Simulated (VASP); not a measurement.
Cs4Ti, 5 atoms in the cell. Symmetry: P-43m, No. 215, cubic system. Conventional cell: a = 7.834 Å, b = 7.834 Å, c = 7.834 Å, α = 90.00°, β = 90.00°, γ = 90.00°. Within 5.1 Å of Cs (site symmetry 3m) lie 1 Ti at 3.72 Å and 3 Cs at 5.01 Å. Ti (site symmetry -43m) has 4 Cs at 3.72 Å within 4.9 Å. The cell was generated, and may not be a known phase.

- Program: VASP 6.6.1
- Task: single point
- Functional: PBE
- Potentials or basis: VASP PAW PBE potentials, release 64 (Cs_sv, Ti_sv)
- Cutoff: 520 eV
- k mesh: 2 × 2 × 2
- Occupations: gaussian, width 0.1 eV
- Spin: collinear spin
- Starting moments: [0.0, 0.0, 0.0, 0.0, 1.0] μB
- Dipole correction: no
- Further INCAR settings: ALGO = Normal; EDIFF = 1e-07; NBANDS = 36

Potentials or basis: VASP PAW PBE potentials, release 64 (Cs_sv, Ti_sv).

Run with:

```console
$ cat potpaw_PBE.64/Cs_sv/POTCAR potpaw_PBE.64/Ti_sv/POTCAR > POTCAR
$ mpirun -np 1 vasp_std > vasp.out
```

Hardware: 1 thread of Intel(R) Xeon(R) Platinum 8259CL CPU @ 2.50GHz (Skylake/Cascade Lake) (shared host).

How long does it take, and how much memory?

It took 4.7 min on 1 thread of Intel(R) Xeon(R) Platinum 8259CL CPU @ 2.50GHz (Skylake/Cascade Lake) (shared host), peak memory 0.7 GiB. Counts: scf iterations 23, k points 4.
